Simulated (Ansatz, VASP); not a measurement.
# One calculation of Ag, two programs

Contents of POSCAR:

```
Ag
1.0
    2.9299980804      0.0000000000      0.0000000000
   -1.4649990402      2.5374527707      0.0000000000
    0.0000000000      0.0000000000      5.4184480000
Ag
2
Direct
    0.3333333333      0.6666666667      0.2500000000
    0.6666666667      0.3333333333      0.7500000000
```

The input INCAR.step1:

```
SYSTEM = Ag
ALGO = Normal
EDIFF = 1E-4
ENCUT = 520
GGA = PE
ISMEAR = 0
LASPH = .True.
LCHARG = .False.
LREAL = .False.
LWAVE = .True.
NBANDS = 18
NELM = 100
PREC = Accurate
SIGMA = 0.15
```

Contents of INCAR.step2:

```
SYSTEM = Ag
ALGO = Normal
EDIFF = 1E-6
ENCUT = 520
ISIF = 2
ISMEAR = 0
ISTART = 1
LASPH = .True.
LCHARG = .False.
LMIXTAU = .True.
LREAL = .False.
LWAVE = .False.
METAGGA = R2SCAN
NBANDS = 18
NELM = 100
PREC = Accurate
SIGMA = 0.15
```

Contents of KPOINTS:

```
k-points
0
Gamma
  18 18 10
  0 0 0
```

Input for Ansatz:

```yaml
crystal:
  lattice:
    - [2.9299980804, 0.0, 0.0]
    - [-1.4649990402, 2.5374527707, 0.0]
    - [0.0, 0.0, 5.418448]
  atoms:
    - { symbol: Ag, position: [0.3333333333, 0.6666666667, 0.25] }
    - { symbol: Ag, position: [0.6666666667, 0.3333333333, 0.75] }
basis:
  ecutwfc: 500
kpoints:
  mp_grid: { grid: [18, 18, 10] }
hamiltonian:
  xc: r2scan
scf:
  occupations: { method: gaussian, width: 0.15 }
output:
  forces: true
  stress: true
  eigenvalues: true
  write_density: true
  write_potential: true
  elf: true
  volumetric_format: npy
```

Change from the starting cell: strain +0.1312 x Voigt [0, 0, 1, 0, 0, 0], atoms carried along.

Alike in both runs: task single point; functional r2SCAN; k mesh 18 × 18 × 10; occupations gaussian, width 0.15 eV; no spin polarisation.

|  | VASP | Ansatz |
| --- | --- | --- |
| version | VASP 6.6.1 | Ansatz 0.2.0 |
| potentials or method | VASP PAW PBE potentials, release 64 (Ag), cutoff 520 eV | scalar-relativistic, plane waves, PAW |
| valence electrons in the cell | 22 | 38 |

```csv
,VASP,Ansatz,Ansatz less VASP
gap on the k mesh at the Fermi level (eV),none,none,-
pressure (GPa),-8.9,-8.9,0.00
"traceless stress, the component that is largest in VASP (GPa)",-3.45,-3.42,+0.033
```

VASP's potentials were made for PBE, not for r2SCAN. A gap of «none» marks a metal or a gap that the smearing closes. VASP's potentials hold 22 valence electrons a cell and Ansatz's 38, so a difference there can come from the potentials and not from the codes.
